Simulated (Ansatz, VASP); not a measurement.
**One calculation of MgO, two programs**

Contents of INCAR:

```
SYSTEM = MgO
ALGO = Normal
EDIFF = 1E-6
ENCUT = 520
GGA = PE
ISIF = 2
ISMEAR = -1
LASPH = .True.
LCHARG = .False.
LREAL = .False.
LWAVE = .False.
NBANDS = 11
NELM = 100
PREC = Accurate
SIGMA = 0.02
```

The input KPOINTS:

```
k-points
0
Gamma
  10 10 10
  0 0 0
```

File POSCAR:

```
MgO
1.0
    0.0000000000      1.9789804062      2.1021674168
    1.9789804062      0.0000000000      2.1021674168
    1.9789804062      1.9789804062      0.0000000000
Mg O
1 1
Direct
    0.0000000000      0.0000000000      0.0000000000
    0.5000000000      0.5000000000      0.5000000000
```

Input for Ansatz:

```yaml
crystal:
  lattice:
    - [0.0, 1.9789804062, 2.1021674168]
    - [1.9789804062, 0.0, 2.1021674168]
    - [1.9789804062, 1.9789804062, 0.0]
  atoms:
    - { symbol: Mg, position: [0.0, 0.0, 0.0] }
    - { symbol: O, position: [0.5, 0.5, 0.5] }
kpoints:
  mp_grid: { grid: [10, 10, 10] }
  band_path:
    path:
      - [0.0, 0.0, 0.0]
      - [0.5, 0.0, 0.5]
      - [0.625, 0.25, 0.625]
      - [0.375, 0.375, 0.75]
      - [0.5, 0.5, 0.5]
      - [0.5, 0.25, 0.75]
    npoints: 1
hamiltonian:
  xc: pbe
scf:
  occupations: { method: fermi_dirac, width: 0.02 }
  n_extra_bands: 4
output:
  forces: true
  stress: true
  eigenvalues: true
  write_density: true
  write_potential: true
  elf: true
  volumetric_format: npy
```

Change from the starting cell: biaxial_xy strain -5.9%.

Alike in both runs: task single point; functional PBE; k mesh 10 × 10 × 10; occupations fermi-dirac, width 0.02 eV; no spin polarisation.

|  | VASP | Ansatz |
| --- | --- | --- |
| version | VASP 6.6.1 | Ansatz 0.2.0 |
| potentials or method | VASP PAW PBE potentials, release 64 (Mg, O) | plane waves, PAW |
| plane-wave cutoff (eV) | 520 | 420 |
| valence electrons in the cell | 8 | 16 |

|  | VASP | Ansatz | Ansatz less VASP |
| --- | --- | --- | --- |
| gap on the k mesh at the Fermi level (eV) | 5.96 | 5.97 | +0.012 |
| pressure (GPa) | 33.1 | 33.7 | +0.58 |
| traceless stress, the component that is largest in VASP (GPa) | -15.09 | -14.93 | +0.154 |

Both programs put the cell under a high pressure, so it lies far from rest at this level. The functional is the same, so the differences come from potentials, cutoffs and numerics. VASP's potentials hold 8 valence electrons a cell and Ansatz's 16, so a difference there can come from the potentials and not from the codes.
